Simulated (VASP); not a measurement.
# P (a cell with a defect) in VASP: notebook

The runs below take P (a cell with a defect) through single point, with PBE.

Program: VASP 6.6.1. These are calculated values, not measurements. Logs are shortened: lines on timing, memory, paths and dates and some standing lists are left out, and cuts for length are marked.

## 1. The cell of the first run

The cell holds a defect, 15 atoms: a = 6.689 Å, b = 8.851 Å, c = 5.562 Å, α = 90.00°, β = 107.50°, γ = 90.00°.

## 2. Single point, PBE

The input, INCAR:

```
SYSTEM = P
  PREC = Accurate
  ENCUT = 520
  EDIFF = 1E-6
  ISMEAR = -1
  SIGMA = 0.1
  LREAL = Auto
  LASPH = .True.
  NELM = 60
  ALGO = Normal
  ISIF = 2
  LWAVE = .False.
  LCHARG = .False.
  GGA = PE
  NBANDS = 50
```

The input, KPOINTS:

```
Automatic mesh
0
Gamma
  2 2 3
  0 0 0
```

The input, POSCAR:

```
P
1.0
   -6.6886500000      0.0000000000     -0.0000003200
    0.0000000000     -8.8508400000      0.0000000000
    1.6721622500      0.0000000000      5.3044420800
P
15
Direct
    0.0780870914      0.4558810237      0.2065853503
    0.3267755757      0.2873502402      0.1910391497
    0.4155264405      0.0235856710      0.7810043112
    0.1876905661      0.2011897176      0.7972644429
    0.0399216351      0.9579385685      0.2248351466
    0.2872582789      0.7899485247      0.1999991848
    0.4555362667      0.5466823488      0.7723183860
    0.2031564185      0.7099574730      0.7974484406
    0.5799121141      0.4409144217      0.1573705911
    0.8417050707      0.2743217593      0.1864469919
    0.8852748581      0.1041849135      0.8804394907
    0.5329605567      0.9588633395      0.1856964702
    0.7877537078      0.7885253829      0.2098371959
    0.9583327700      0.5382624700      0.8028775208
    0.7132299788      0.7129730060      0.8049725426
```

Potentials or basis: VASP PAW PBE potentials, release 64 (P).

On the command line:

```bash
$ cat potpaw_PBE.64/P/POTCAR > POTCAR
$ mpirun -np 1 vasp_std > vasp.out
```

OUTCAR:

```text
SYSTEM = P
   PREC = Accurate
   ENCUT = 520
   EDIFF = 1E-6
   ISMEAR = -1
   LREAL = Auto
   LASPH = .True.
   NELM = 60
   ISIF = 2
   GGA = PE

 ion  position               nearest neighbor table
   1  0.078  0.456  0.207-  10 2.23   2 2.26  14 2.27
   2  0.327  0.287  0.191-   9 2.22   4 2.24   1 2.26
   3  0.416  0.024  0.781-   4 2.21  12 2.22
   4  0.188  0.201  0.797-   3 2.21   2 2.24  11 2.37
   5  0.040  0.958  0.225-  13 2.24   6 2.26  11 2.29
   6  0.287  0.790  0.200-  12 2.24   8 2.25   5 2.26
   7  0.456  0.547  0.772-  15 2.23   9 2.25   8 2.26
   8  0.203  0.710  0.797-  14 2.24   6 2.25   7 2.26
   9  0.580  0.441  0.157-   2 2.22   7 2.25  10 2.26
  10  0.842  0.274  0.186-   1 2.23   9 2.26  11 2.36
  11  0.885  0.104  0.880-   5 2.29  10 2.36   4 2.37
  12  0.533  0.959  0.186-   3 2.22   6 2.24  13 2.25
  13  0.788  0.789  0.210-   5 2.24  12 2.25  15 2.26
  14  0.958  0.538  0.803-   8 2.24  15 2.26   1 2.27
  15  0.713  0.713  0.805-   7 2.23  14 2.26  13 2.26

  LATTYP: Found a simple monoclinic cell.
 ALAT       =     5.5617652207
 B/A-ratio  =     1.5913724598
 C/A-ratio  =     1.2026127919
 COS(beta)  =    -0.3006531987

  Lattice vectors:

 A1 = (   1.6721622500,   0.0000000000,   5.3044420800)
 A2 = (   0.0000000000,   8.8508400000,   0.0000000000)
 A3 = (  -6.6886500000,   0.0000000000,  -0.0000003200)

Analysis of symmetry for initial positions (statically):
=====================================================================
 Subroutine PRICEL returns:
 Original cell was already a primitive cell.

 Routine SETGRP: Setting up the symmetry group for a
 simple monoclinic supercell.

 Subroutine GETGRP returns: Found  1 space group operations
 (whereof  1 operations were pure point group operations)
 out of a pool of  4 trial point group operations.

The static configuration has the point symmetry C_1 .

Analysis of symmetry for dynamics (positions and initial velocities):
=====================================================================
 Subroutine PRICEL returns:
 Original cell was already a primitive cell.

 Routine SETGRP: Setting up the symmetry group for a
 simple monoclinic supercell.

 Subroutine GETGRP returns: Found  1 space group operations
 (whereof  1 operations were pure point group operations)
 out of a pool of  4 trial point group operations.

The dynamic configuration has the point symmetry C_1 .

 Subroutine INISYM returns: Found  1 space group operations
 (whereof  1 operations are pure point group operations),
 and found     1 'primitive' translations

----------------------------------------------------------------------------------------

                                     Primitive cell

  volume of cell :     314.0239

  direct lattice vectors                    reciprocal lattice vectors
    -6.688650000  0.000000000 -0.000000320    -0.149507003  0.000000000  0.047130304
     0.000000000 -8.850840000  0.000000000     0.000000000 -0.112983626  0.000000000
     1.672162250  0.000000000  5.304442080    -0.000000009  0.000000000  0.188521243

  length of vectors
     6.688650000  8.850840000  5.561765221     0.156759719  0.112983626  0.188521243

  position of ions in fractional coordinates (direct lattice)
     0.078087091  0.455881024  0.206585350
     0.326775576  0.287350240  0.191039150
     0.415526441  0.023585671  0.781004311
     0.187690566  0.201189718  0.797264443
     0.039921635  0.957938568  0.224835147
     0.287258279  0.789948525  0.199999185
     0.455536267  0.546682349  0.772318386
     0.203156419  0.709957473  0.797448441
     0.579912114  0.440914422  0.157370591
     0.841705071  0.274321759  0.186446992
     0.885274858  0.104184913  0.880439491
     0.532960557  0.958863339  0.185696470
     0.787753708  0.788525383  0.209837196
     0.958332770  0.538262470  0.802877521
     0.713229979  0.712973006  0.804972543

  ion indices of the primitive-cell ions
   primitive index   ion index
                 1           1
                 2           2
                 3           3
                 4           4
                 5           5
                 6           6
                 7           7
                 8           8
                 9           9
                10          10
                11          11
                12          12
                13          13
                14          14
                15          15

----------------------------------------------------------------------------------------

 KPOINTS: Automatic mesh

Automatic generation of k-mesh.
 Grid dimensions read from file:
 generate k-points for:    2    2    3

 Generating k-lattice:

  Cartesian coordinates                     Fractional coordinates (reciprocal lattice)
    -0.074753501  0.000000000  0.023565152     0.500000000  0.000000000  0.000000000
     0.000000000 -0.056491813  0.000000000     0.000000000  0.500000000  0.000000000
    -0.000000003  0.000000000  0.062840414     0.000000000  0.000000000  0.333333333

  Length of vectors
     0.078379859  0.056491813  0.062840414

  Shift w.r.t. Gamma in fractional coordinates (k-lattice)
     0.000000000  0.000000000  0.000000000

 Subroutine IBZKPT returns following result:
 ===========================================

 Found      8 irreducible k-points:

 Following reciprocal coordinates:
            Coordinates               Weight
  0.000000  0.000000  0.000000      1.000000
  0.500000  0.000000  0.000000      1.000000
  0.000000  0.500000  0.000000      1.000000
  0.500000  0.500000  0.000000      1.000000
  0.000000  0.000000  0.333333      2.000000
  0.500000  0.000000  0.333333      2.000000
  0.000000  0.500000  0.333333      2.000000
  0.500000  0.500000  0.333333      2.000000
   k-points           NKPTS =      8   k-points in BZ     NKDIM =      8   number of bands    NBANDS=     50
   number of dos      NEDOS =    301   number of ions     NIONS =     15
   total plane-waves  NPLWV = 147000
   dimension x,y,z NGX =    50 NGY =   70 NGZ =   42
   dimension x,y,z NGXF=   100 NGYF=  140 NGZF=   84
   ions per type =              15
   NGX,Y,Z   is equivalent  to a cutoff of  12.43, 13.15, 12.55 a.u.
   NGXF,Y,Z  is equivalent  to a cutoff of  24.85, 26.30, 25.11 a.u.
 SYSTEM =  P
   PREC   = accura    normal or accurate (medium, high low for compatibility)
   ISTART =      0    job   : 0-new  1-cont  2-samecut
   ICHARG =      2    charge: 1-file 2-atom 10-const
   ISPIN  =      1    spin polarized calculation?
   LNONCOLLINEAR =      F non collinear calculations
   LSORBIT =      F    spin-orbit coupling
   LASPH  =      T    aspherical Exc in radial PAW
   ENCUT  =  520.0 eV  38.22 Ry    6.18 a.u.  12.44 16.46 10.34*2*pi/ulx,y,z
   NELM   =     60;   NELMIN=  2; NELMDL= -5     # of ELM steps
   EDIFF  = 0.1E-05   stopping-criterion for ELM
   LREAL  =      T    real-space projection
   EDIFFG = 0.1E-04   stopping-criterion for IOM
   NSW    =      0    number of steps for IOM
   IBRION =     -1    ionic relax: 0-MD 1-quasi-New 2-CG
   NFREE  =      0    steps in history (QN), initial steepest desc. (CG)
   ISIF   =      2    stress and relaxation
   ISYM   =      2    0-nonsym 1-usesym 2-fastsym
   POTIM  = 0.5000    time-step for ionic-motion
   TEBEG  =    0.0;   TEEND  =   0.0 temperature during run
   PSTRESS=    0.0 pullay stress
   NELECT =      75.0000    total number of electrons
   NUPDOWN=      -1.0000    fix difference up-down
   EMIN   =  10.00;   EMAX   =-10.00  energy-range for DOS
   EFERMI =   0.00;   METHOD = LEGACY
   ISMEAR =    -1;   SIGMA  =   0.10  broadening in eV -4-tet -1-fermi 0-gaus
   EFERMI_NEDOS =   21; number of points for ismear=-14 and -15
   IALGO  =     38    algorithm
   IMIX   =      4    mixing-type and parameters
     AMIX     =   0.40;   BMIX     =  1.00
     AMIX_MAG =   1.60;   BMIX_MAG =  1.00
  volume/ion in A,a.u.               =      20.93       141.28
  Fermi-wavevector in a.u.,A,eV,Ry     =   1.015721  1.919434 14.036979  1.031689
  Thomas-Fermi vector in A             =   2.149023
   LORBIT       =      0    0 simple, 1 ext, 2 COOP (PROOUT), +10 PAW based schemes
   GGA     = PE    functional components
   LHFCALC =     F    Hartree Fock is set to
   AEXX    =    0.0000 exact exchange contribution
   IVDW    =     0    specifies the selected vdW correction
   LEPSILON=     F    determine dielectric tensor
   LRPA    =     F    only Hartree local field effects (RPA)
 non-spin polarized calculation
  energy-cutoff  :      520.00
  volume of cell :      314.02
 maximum number of plane-waves:      8513
 NGX is ok and might be reduce to    50
   NGX = 25   NGY = 33   NGZ = 21

 number of electron      75.0000001 magnetization

 Free energy of the ion-electron system (eV)
  ---------------------------------------------------
  ext. energy  EPLUGINS =         0.00000000
  ---------------------------------------------------
  free energy    TOTEN  =       -78.94898183 eV

  energy without entropy =      -78.90198529  energy(sigma->0) =      -78.92548356

 E-fermi :   5.0438     XC(G=0):  -9.3549

 val. band max:        4.7377666882   @ k =   0.5000   0.0000   0.3333
 cond. band min:       5.2813121500   @ k =   0.0000   0.0000   0.0000
 fundamental gap:      0.5435454618
 Fermi energy:         5.0438152535

 k-point     1 :       0.0000    0.0000    0.0000
  band No.  band energies     occupation
      1      -9.8565      2.00000
      2      -8.6681      2.00000
      3      -8.3854      2.00000
      4      -7.2556      2.00000
      5      -7.0931      2.00000
      6      -6.6797      2.00000
[... 41 lines left out ...]
     48       7.6697      0.00000
     49       7.9790      0.00000
[... 362 lines left out ...]
     48       8.2213      0.00000
     49       8.4666      0.00000
 [bands above 49 left out]

------------------------ aborting loop because EDIFF is reached ----------------------------------------

  FORCE on cell =-STRESS in cart. coord.  units (eV):
  Direction    XX          YY          ZZ          XY          YZ          ZX
  --------------------------------------------------------------------------------------
  -------------------------------------------------------------------------------------
  Total       -4.3906789     -3.2117629      0.8383133      4.9118379     -0.1994199     -0.4445312
  in kB      -22.4016285    -16.3866959      4.2771479     25.0606276     -1.0174579     -2.2680373
  external PRESSURE =     -11.5037255 kB  Pullay stress =       0.0000000 kB

 VOLUME and BASIS-vectors are now :
 -----------------------------------------------------------------------------
  energy-cutoff  :      520.00
  volume of cell :      314.02
      direct lattice vectors                 reciprocal lattice vectors
    -6.688650000  0.000000000 -0.000000320    -0.149507003  0.000000000  0.047130304
     0.000000000 -8.850840000  0.000000000     0.000000000 -0.112983626  0.000000000
     1.672162250  0.000000000  5.304442080    -0.000000009  0.000000000  0.188521243

 POSITION                                       TOTAL-FORCE (eV/Angst)
 -----------------------------------------------------------------------------------
     -0.17685     -4.03493      1.09582        -0.001691      0.047143     -0.054209
     -1.86624     -2.54329      1.01336         0.000341     -0.029488     -0.029675
     -1.47334     -0.20875      4.14279         0.028187     -0.021813      0.054839
      0.07776     -1.78070      4.22904        -0.019426      0.021821      0.044811
      0.10894     -8.47856      1.19262         0.010056      0.030260     -0.031179
     -1.58694     -6.99171      1.06088        -0.014779     -0.041332     -0.045973
     -1.75548     -4.83860      4.09672        -0.006854     -0.023878      0.047716
     -0.02538     -6.28372      4.23002         0.012154      0.034188      0.038348
     -3.61568     -3.90246      0.83476         0.014289      0.030112     -0.037430
     -5.31810     -2.42798      0.98900        -0.007968     -0.031498     -0.007960
     -4.44906     -0.92212      4.67024        -0.014611     -0.013066      0.033185
     -3.25427     -8.48675      0.98502         0.003152      0.039447     -0.031926
     -4.91813     -6.97911      1.11307        -0.000377     -0.042344     -0.047360
     -5.06741     -4.76407      4.25882        -0.002488     -0.029236      0.033105
     -3.42450     -6.31041      4.26993         0.000015      0.029683      0.033709
 -----------------------------------------------------------------------------------
    total drift:                               -0.002859     -0.000232      0.000256

  FREE ENERGIE OF THE ION-ELECTRON SYSTEM (eV)
  ---------------------------------------------------
  free  energy   TOTEN  =       -78.9489818294 eV

  energy  without entropy=      -78.9019852931  energy(sigma->0) =      -78.92548356
```

Run time: 1.8 min. Hardware: 1 thread of Intel Xeon Platinum 8559C (Emerald Rapids), shared host; peak memory 0.37 GiB.

Results:

- Free energy: -78.9490 eV
- Pressure: -1.2 GPa
- Largest force: 0.072 eV/Å
- Band gap on the k mesh: zero (an odd number of electrons rules out a gap without spin polarisation)

Forces in eV/Å, atoms in the order of the input:
```
P   -0.002  0.047 -0.054
P    0.000 -0.029 -0.030
P    0.028 -0.022  0.055
P   -0.019  0.022  0.045
P    0.010  0.030 -0.031
P   -0.015 -0.041 -0.046
P   -0.007 -0.024  0.048
P    0.012  0.034  0.038
P    0.014  0.030 -0.037
P   -0.008 -0.031 -0.008
P   -0.015 -0.013  0.033
P    0.003  0.039 -0.032
P    0.000 -0.042 -0.047
P   -0.002 -0.029  0.033
P    0.000  0.030  0.034
```

Levels at points of the mesh, in eV from the Fermi level:
```csv
k point,band 34,band 35,band 36,band 37,band 38,band 39,band 40,band 41
"(0.00, 0.00, 0.00)",-1.51,-0.94,-0.79,-0.67,0.24,0.91,1.18,1.51
"(0.50, 0.00, 0.00)",-1.56,-1.30,-1.17,-0.53,-0.38,1.33,1.35,1.61
"(0.00, 0.50, 0.00)",-1.54,-1.21,-0.97,-0.58,0.25,1.31,1.42,1.67
"(0.50, 0.50, 0.00)",-1.73,-1.46,-1.36,-1.08,-0.46,1.16,1.65,1.98
```

Caveat: the k points lie up to 0.49 Å⁻¹ apart, too coarse for converged energies and pressures of a metal.

[end of part 1 of 3]
